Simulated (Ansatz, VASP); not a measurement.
# Cu: VASP beside Ansatz

Contents of POSCAR:

```
Cu
1.0
   -1.4860771196      1.4860771196      1.3347990065
    1.4860771196     -1.4860771196      1.3347990065
    1.4860771196      1.4860771196     -1.3347990065
Cu
1
Direct
    0.0000000000      0.0000000000      0.0000000000
```

The input INCAR.step1:

```
PREC = Accurate
ENCUT = 520
ISMEAR = 0
SIGMA = 0.15
LREAL = False
LASPH = True
NELM = 100
NBANDS = 12
GGA = PE
ALGO = Normal
EDIFF = 1E-4
LWAVE = True
LCHARG = False
```

File INCAR.step2:

```
PREC = Accurate
ENCUT = 520
EDIFF = 1E-6
ISMEAR = 0
SIGMA = 0.15
LREAL = False
LASPH = True
NELM = 100
ALGO = Normal
ISIF = 2
LWAVE = False
LCHARG = True
METAGGA = R2SCAN
LMIXTAU = True
LELF = True
LVHAR = True
NBANDS = 12
ISTART = 1
```

KPOINTS

```
regular mesh
0
Gamma
  24 24 24
```

Input for Ansatz:

```yaml
crystal:
  lattice:
    - [-1.4860771196, 1.4860771196, 1.3347990065]
    - [1.4860771196, -1.4860771196, 1.3347990065]
    - [1.4860771196, 1.4860771196, -1.3347990065]
  atoms:
    - { symbol: Cu, position: [0.0, 0.0, 0.0] }
basis:
  ecutwfc: 500
kpoints:
  mp_grid: { grid: [24, 24, 24] }
hamiltonian:
  xc: r2scan
scf:
  occupations: { method: gaussian, width: 0.15 }
output:
  forces: true
  stress: true
  eigenvalues: true
```

Change from the starting cell: strain +0.030 along x and y, -0.030 along z, atoms carried along.

Alike in both runs: task single point; functional r2SCAN; k mesh 24 × 24 × 24; occupations gaussian, width 0.15 eV; no spin polarisation.

|  | VASP | Ansatz |
| --- | --- | --- |
| version | VASP 6.6.1 | Ansatz 0.2.0 |
| potentials or method | VASP PAW PBE potentials, release 64 (Cu), cutoff 520 eV | scalar-relativistic, plane waves, PAW |
| valence electrons in the cell | 11 | 19 |

VASP gave:

| Property | Result |
| --- | --- |
| gap on the k mesh at the Fermi level (eV) | none |
| pressure (GPa) | -3.1 |
| traceless stress, the component that is largest in VASP (GPa) | 0.88 |

Q: Which values does Ansatz return?

A: gap on the k mesh at the Fermi level (eV): none; pressure (GPa): -3.8; traceless stress, the component that is largest in VASP (GPa): 0.86.

VASP's potentials were made for PBE, not for r2SCAN. A gap of «none» marks a metal or a gap that the smearing closes. VASP's potentials hold 11 valence electrons a cell and Ansatz's 19, so a difference there can come from the potentials and not from the codes.
